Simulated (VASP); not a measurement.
# NaCl (Pm-3m) in VASP: a series of runs

The runs below take NaCl through vibrations by perturbation theory, elastic constants, with LDA, PBE.

All numbers are computed with VASP 6.6.1; they aren't measurements. Logs are shortened: lines on timing, memory, paths and dates and some standing lists are left out, and cuts for length are marked.

## (1) The cell of the first run

It takes space group Pm-3m (No. 221, cubic). The conventional cell has a = 3.502 Å, b = 3.502 Å, c = 3.502 Å, α = 90.00°, β = 90.00°, γ = 90.00°. Within 4.0 Å of Cl (site symmetry m-3m) lie 8 Na at 3.03 Å and 6 Cl at 3.50 Å. Within 4.0 Å of Na (site symmetry m-3m) lie 8 Cl at 3.03 Å and 6 Na at 3.50 Å.

## (2) Vibrations by perturbation theory, LDA

File INCAR:

```
SYSTEM = NaCl
  PREC = Accurate
  ENCUT = 520
  EDIFF = 1E-8
  ISMEAR = 0
  SIGMA = 0.01
  LREAL = .FALSE.
  LASPH = .TRUE.
  NELM = 60
  ALGO = Normal
  ISIF = 2
  LWAVE = .FALSE.
  LCHARG = .FALSE.
  GGA = CA
  NBANDS = 14
  IBRION = 8
  NSW = 1
  LEPSILON = .TRUE.
```

File KPOINTS:

```
Automatic mesh
0
G
  6 6 6
  0 0 0
```

File POSCAR:

```
NaCl
1.0
    3.5021900000      0.0000000000      0.0000000000
    0.0000000000      3.5021900000      0.0000000000
    0.0000000000      0.0000000000      3.5021900000
Cl Na
1 1
Direct
    0.5000000000      0.5000000000      0.5000000000
    0.0000000000      0.0000000000      0.0000000000
```

Potentials or basis: VASP PAW LDA potentials, release 64 (Cl, Na_pv).

On the command line:

```
$ cat potpaw_LDA.64/Cl/POTCAR potpaw_LDA.64/Na_pv/POTCAR > POTCAR
$ mpirun -np 1 vasp_std > vasp.out
```

OUTCAR:

```text
SYSTEM = NaCl
   PREC = Accurate
   ENCUT = 520
   EDIFF = 1E-8
   ISMEAR = 0
   LREAL = .FALSE.
   LASPH = .TRUE.
   NELM = 60
   ISIF = 2
   GGA = CA
   IBRION = 8
   NSW = 1
   LEPSILON = .TRUE.

 ion  position               nearest neighbor table
   1  0.500  0.500  0.500-
   2  0.000  0.000  0.000-

  LATTYP: Found a simple cubic cell.
 ALAT       =     3.5021900000

  Lattice vectors:

 A1 = (   3.5021900000,   0.0000000000,   0.0000000000)
 A2 = (   0.0000000000,   3.5021900000,   0.0000000000)
 A3 = (   0.0000000000,   0.0000000000,   3.5021900000)

Analysis of symmetry for initial positions (statically):
=====================================================================
 Subroutine PRICEL returns:
 Original cell was already a primitive cell.

 Routine SETGRP: Setting up the symmetry group for a
 simple cubic supercell.

 Subroutine GETGRP returns: Found 48 space group operations
 (whereof 48 operations were pure point group operations)
 out of a pool of 48 trial point group operations.

The static configuration has the point symmetry O_h .

Analysis of symmetry for dynamics (positions and initial velocities):
=====================================================================
 Subroutine PRICEL returns:
 Original cell was already a primitive cell.

 Routine SETGRP: Setting up the symmetry group for a
 simple cubic supercell.

 Subroutine GETGRP returns: Found 48 space group operations
 (whereof 48 operations were pure point group operations)
 out of a pool of 48 trial point group operations.

The dynamic configuration has the point symmetry O_h .

 Subroutine INISYM returns: Found 48 space group operations
 (whereof 48 operations are pure point group operations),
 and found     1 'primitive' translations

----------------------------------------------------------------------------------------

                                     Primitive cell

[... 561 lines left out ...]
     0.00000 -0.00064  0.00000
     0.00000  0.00000 -0.00064

 MACROSCOPIC STATIC DIELECTRIC TENSOR (including local field effects in DFT)
 ------------------------------------------------------
           2.812129     0.000000    -0.000000
           0.000000     2.812129     0.000000
          -0.000000    -0.000000     2.812129
 ------------------------------------------------------

 PIEZOELECTRIC TENSOR (including local field effects)  for field in x, y, z        (e  Angst)
          XX          YY          ZZ          XY          YZ          ZX
  --------------------------------------------------------------------------------
  x     0.00000     0.00000     0.00000     0.00000     0.00000     0.00000
  y     0.00000     0.00000     0.00000     0.00000     0.00000     0.00000
  z     0.00000     0.00000     0.00000     0.00000     0.00000     0.00000

 PIEZOELECTRIC TENSOR (including local field effects)  for field in x, y, z        (C/m^2)
          XX          YY          ZZ          XY          YZ          ZX
  --------------------------------------------------------------------------------
  x     0.00000     0.00000     0.00000     0.00000     0.00000     0.00000
  y     0.00000     0.00000     0.00000     0.00000     0.00000     0.00000
  z     0.00000     0.00000     0.00000     0.00000     0.00000     0.00000

 BORN EFFECTIVE CHARGES (including local field effects) (in |e|, cummulative output)
 ---------------------------------------------------------------------------------
 ion    1
    1    -1.19963    -0.00000    -0.00000
    2    -0.00000    -1.19963    -0.00000
    3     0.00000     0.00000    -1.19963
 ion    2
    1     1.19963     0.00000     0.00000
    2     0.00000     1.19963     0.00000
    3    -0.00000    -0.00000     1.19963

 INTERNAL STRAIN TENSOR FOR ION    2 for displacements in x,y,z  (eV/Angst):
          X           Y           Z          XY          YZ          ZX
  --------------------------------------------------------------------------------
  x     0.00000     0.00000     0.00000     0.00000     0.00000     0.00000
  y     0.00000     0.00000     0.00000     0.00000     0.00000     0.00000
  z     0.00000     0.00000     0.00000     0.00000     0.00000     0.00000

 SECOND DERIVATIVES (NOT SYMMETRIZED)
 ------------------------------------
               1X          1Y          1Z          2X          2Y          2Z
  1X    -0.114596    0.000000   -0.000000    0.114596   -0.000000    0.000000
  1Y     0.000000   -0.114596    0.000000   -0.000000    0.114596    0.000000
  1Z    -0.000000   -0.000000   -0.114596    0.000000    0.000000    0.114596
  2X     0.117692   -0.000000   -0.000000   -0.117692    0.000000    0.000000
  2Y     0.000000    0.117692   -0.000000   -0.000000   -0.117692    0.000000
  2Z    -0.000000   -0.000000    0.117692    0.000000    0.000000   -0.117692

 Eigenvectors and eigenvalues of the dynamical matrix
 ----------------------------------------------------

   1 f  =    1.428714 THz     8.976872 2PiTHz   47.656755 cm-1     5.908682 meV
             X         Y         Z           dx          dy          dz
      1.751095  1.751095  1.751095     0.622126    0.000000   -0.000000
      0.000000  0.000000  0.000000    -0.782917   -0.000000   -0.000000
[... 21 lines left out ...]
   6 f/i=    0.009276 THz     0.058280 2PiTHz    0.309401 cm-1     0.038361 meV
             X         Y         Z           dx          dy          dz
      1.751095  1.751095  1.751095     0.136516    0.445585    0.629108
      0.000000  0.000000  0.000000     0.108479    0.354073    0.499905

--------------------------------------------------------------------------------------------------------

 MACROSCOPIC STATIC DIELECTRIC TENSOR IONIC CONTRIBUTION
 ------------------------------------------------------
          52.192219     0.000000     0.000000
           0.000000    52.192219    -0.000000
           0.000000    -0.000000    52.192219
 ------------------------------------------------------

 ELASTIC MODULI CONTR FROM IONIC RELAXATION (kBar)
 Direction    XX          YY          ZZ          XY          YZ          ZX
 --------------------------------------------------------------------------------
 XX           0.0000      0.0000      0.0000      0.0000      0.0000      0.0000
 YY           0.0000      0.0000      0.0000      0.0000      0.0000      0.0000
 ZZ           0.0000      0.0000      0.0000      0.0000      0.0000      0.0000
 XY           0.0000      0.0000      0.0000      0.0000      0.0000      0.0000
 YZ           0.0000      0.0000      0.0000      0.0000      0.0000      0.0000
 ZX           0.0000      0.0000      0.0000      0.0000      0.0000      0.0000
 --------------------------------------------------------------------------------

 PIEZOELECTRIC TENSOR IONIC CONTR  for field in x, y, z        (C/m^2)
          XX          YY          ZZ          XY          YZ          ZX
  --------------------------------------------------------------------------------
  x     0.00000     0.00000     0.00000     0.00000     0.00000     0.00000
  y     0.00000     0.00000     0.00000     0.00000     0.00000     0.00000
  z     0.00000     0.00000     0.00000     0.00000     0.00000     0.00000
```

OSZICAR:

```text
N       E                     dE             d eps       ncg     rms          rms(c)
DAV:   1     0.996842725095E+02    0.99684E+02   -0.71529E+03   560   0.100E+03
DAV:   2     0.414668593787E+00   -0.99270E+02   -0.90489E+02   638   0.265E+02
DAV:   3    -0.720639060930E+01   -0.76211E+01   -0.75739E+01   704   0.696E+01
DAV:   4    -0.731601174729E+01   -0.10962E+00   -0.10957E+00   674   0.895E+00
[... 168 lines left out ...]
RMM:   8    -0.161619239187E+00   -0.69459E-06   -0.53581E-09  2258   0.322E-04    0.548E-05
RMM:   9    -0.161619383514E+00   -0.14433E-06    0.55158E-09  2376   0.166E-04    0.150E-05
RMM:  10    -0.161619438127E+00   -0.54613E-07    0.95599E-09  2325   0.748E-05    0.471E-06
RMM:  11    -0.161619416998E+00    0.21129E-07    0.39570E-08  2406   0.417E-05    0.444E-06
RMM:  12    -0.161619421138E+00   -0.41400E-08    0.18543E-08  1841   0.295E-05    0.478E-06
 Linear response finished
```

stdout:

```text
POSCAR found type information on POSCAR ClNa
 POSCAR found :  2 types and       2 ions
 scaLAPACK will be used
 LDA part: xc-table for (Slater(with rela. corr.)+CA(PZ))
 , standard interpolation
 POSCAR, INCAR and KPOINTS ok, starting setup
 FFT: planning ... GRIDC
 FFT: planning ... GRID_SOFT
 FFT: planning ... GRID
 WAVECAR not read
 entering main loop
[... 23 lines left out ...]
  Direction:   3
 dielectric tensor                  component  3 :    -0.073    -0.107     2.812
 Linear response DOF=           2
 Linear response progress:
 first order change of Fermi-energy   0.15116E-03
 force on displaced ion       1 direction 1 :  -0.115   0.000  -0.000
 Born effective charge ion    1 direction 1 :  -1.205   0.000   0.000
 Linear response progress:
 first order change of Fermi-energy   0.78750E-04
 force on displaced ion       2 direction 1 :  -0.118   0.000  -0.000
 Born effective charge ion    2 direction 1 :   1.195   0.000   0.000
 Born effective charges drift removed
 Linear response finished
```

It took 75 s on 1 thread of Intel Xeon 6975P-C (Granite Rapids), shared host; peak memory 0.19 GiB.

What came out:

| Property | Result |
| --- | --- |
| Electronic dielectric tensor (diagonal) | 2.81 |
| Born charges (mean of the diagonal) | Cl -1.20; Na +1.20 e |
| Highest phonon frequency at Γ, LO-TO splitting left out | 48 cm⁻¹ |

Phonon frequencies in cm⁻¹ (negative: imaginary):
| q point | frequencies |
| --- | --- |
| (0.000, 0.000, 0.000) | 0 0 0 48 48 48 |

Electronic dielectric tensor:
```
2.81 0.00 0.00
0.00 2.81 0.00
0.00 0.00 2.81
```

Born effective charge tensors (e):
atom 1, Cl
```
-1.20  0.00  0.00
 0.00 -1.20  0.00
 0.00  0.00 -1.20
```
atom 2, Na
```
1.20 0.00 0.00
0.00 1.20 0.00
0.00 0.00 1.20
```

Caveat: the cell stands under pressure or tension, which shifts response properties.

## (3) Elastic constants, LDA

File INCAR:

```
PREC     = Accurate       # precision mode
ENCUT    = 600            # plane-wave cutoff, eV
EDIFF    = 1E-8           # SCF threshold, eV
ISMEAR   = 0              # smearing method
SIGMA    = 0.01           # smearing width, eV
LREAL    = False          # projectors in reciprocal space
LASPH    = True           # aspherical terms in the spheres
NELM     = 60             # most SCF steps
ALGO     = Normal         # electronic algorithm
ISIF     = 3              # what is computed and relaxed
LWAVE    = False          # write WAVECAR
LCHARG   = True           # write CHGCAR
NBANDS   = 14             # bands
IBRION   = 6              # ionic algorithm
NFREE    = 2            
POTIM    = 0.015          # step
NSW      = 1              # ionic steps
```

File KPOINTS:

```
regular mesh
0
Gamma
  6 6 6
```

POSCAR is that of step 2.

Potentials or basis: VASP PAW LDA potentials, release 64 (Cl, Na_pv).

On the command line:

```
$ cat potpaw_LDA.64/Cl/POTCAR potpaw_LDA.64/Na_pv/POTCAR > POTCAR
$ mpirun -np 1 vasp_std > vasp.out
```

OUTCAR:

```text
PREC = Accurate
   ENCUT = 600
   EDIFF = 1E-8
   ISMEAR = 0
   LREAL = False
   LASPH = True
   NELM = 60
   ISIF = 3
   IBRION = 6
   NFREE = 2
   POTIM = 0.015
   NSW = 1

 ion  position               nearest neighbor table
   1  0.500  0.500  0.500-
   2  0.000  0.000  0.000-

  LATTYP: Found a simple cubic cell.
 ALAT       =     3.5021900000
[... 850 lines left out ...]
             X         Y         Z           dx          dy          dz
      1.751095  1.751095  1.751095     0.623470   -0.000000   -0.000000
      0.000000  0.000000  0.000000    -0.781848    0.000000    0.000000
[... 21 lines left out ...]
   6 f/i=    0.006653 THz     0.041805 2PiTHz    0.221936 cm-1     0.027517 meV
             X         Y         Z           dx          dy          dz
      1.751095  1.751095  1.751095     0.492066   -0.607542    0.007006
      0.000000  0.000000  0.000000     0.392389   -0.484473    0.005587

--------------------------------------------------------------------------------------------------------

 ELASTIC MODULI CONTR FROM IONIC RELAXATION (kBar)
 Direction    XX          YY          ZZ          XY          YZ          ZX
 --------------------------------------------------------------------------------
 XX           0.0000      0.0000      0.0000      0.0000      0.0000      0.0000
 YY           0.0000      0.0000      0.0000      0.0000      0.0000      0.0000
 ZZ           0.0000      0.0000      0.0000      0.0000      0.0000      0.0000
 XY           0.0000      0.0000      0.0000      0.0000      0.0000      0.0000
 YZ           0.0000      0.0000      0.0000      0.0000      0.0000      0.0000
 ZX           0.0000      0.0000      0.0000      0.0000      0.0000      0.0000
 --------------------------------------------------------------------------------

 TOTAL ELASTIC MODULI (kBar)
 Direction    XX          YY          ZZ          XY          YZ          ZX
 --------------------------------------------------------------------------------
 XX         705.0935    -16.0671    -16.0671     -0.0000     -0.0000      0.0000
 YY         -16.0671    705.0935    -16.0671      0.0000     -0.0000      0.0000
 ZZ         -16.0671    -16.0671    705.0935     -0.0000      0.0000      0.0000
 XY          -0.0000      0.0000     -0.0000    -41.7702      0.0000      0.0000
 YZ          -0.0000     -0.0000      0.0000      0.0000    -41.7702      0.0000
 ZX           0.0000      0.0000      0.0000      0.0000      0.0000    -41.7702
 --------------------------------------------------------------------------------
```

OSZICAR:

```text
N       E                     dE             d eps       ncg     rms          rms(c)
DAV:   1     0.103286983200E+03    0.10329E+03   -0.74486E+03   560   0.110E+03
DAV:   2     0.862950556671E+00   -0.10242E+03   -0.92994E+02   614   0.294E+02
DAV:   3    -0.719537427293E+01   -0.80583E+01   -0.79983E+01   722   0.730E+01
[... 189 lines left out ...]
DAV:   1    -0.706850261820E+01    0.35336E-02   -0.25312E+00  1276   0.887E+00    0.529E-02
DAV:   2    -0.707196364357E+01   -0.34610E-02   -0.35100E-02  1222   0.115E+00    0.142E-02
DAV:   3    -0.707203460273E+01   -0.70959E-04   -0.74347E-04  1390   0.194E-01    0.946E-03
DAV:   4    -0.707203627195E+01   -0.16692E-05   -0.27068E-05  1336   0.394E-02    0.512E-03
DAV:   5    -0.707203626487E+01    0.70852E-08   -0.10034E-06  1442   0.846E-03    0.168E-03
DAV:   6    -0.707203626488E+01   -0.84128E-11   -0.58223E-08  1304   0.188E-03
  17 F= -.70720363E+01 E0= -.70720363E+01  d E =-.198758E-21
```

Run time: 1.9 min. Hardware: 1 thread of Intel Xeon 6975P-C (Granite Rapids), shared host; peak memory 0.2 GiB.

Results:

- Elastic constants C11, C12, C44: 71, -2, -4 GPa
- Voigt bulk modulus: 22 GPa
- Highest phonon frequency at Γ, LO-TO splitting left out: 46 cm⁻¹

Phonon frequencies in cm⁻¹ (negative: imaginary):
| q point | frequencies |
| --- | --- |
| (0.000, 0.000, 0.000) | 0 0 0 46 46 46 |

Elastic tensor in Voigt notation (GPa, in the Cartesian axes of the cell as first typed):
```
71 -2 -2  0  0  0
-2 71 -2  0  0  0
-2 -2 71  0  0  0
 0  0  0 -4  0  0
 0  0  0  0 -4  0
 0  0  0  0  0 -4
```

Clamped-ion elastic tensor (GPa):
```
71 -2 -2  0  0  0
-2 71 -2  0  0  0
-2 -2 71  0  0  0
 0  0  0 -4  0  0
 0  0  0  0 -4  0
 0  0  0  0  0 -4
```

Caveat: the cell is under stress, which shifts elastic constants; the elastic tensor has a negative eigenvalue, so either the cell is unstable as it stands or the mesh is too thin.

(Continued in part 2 of 2.)
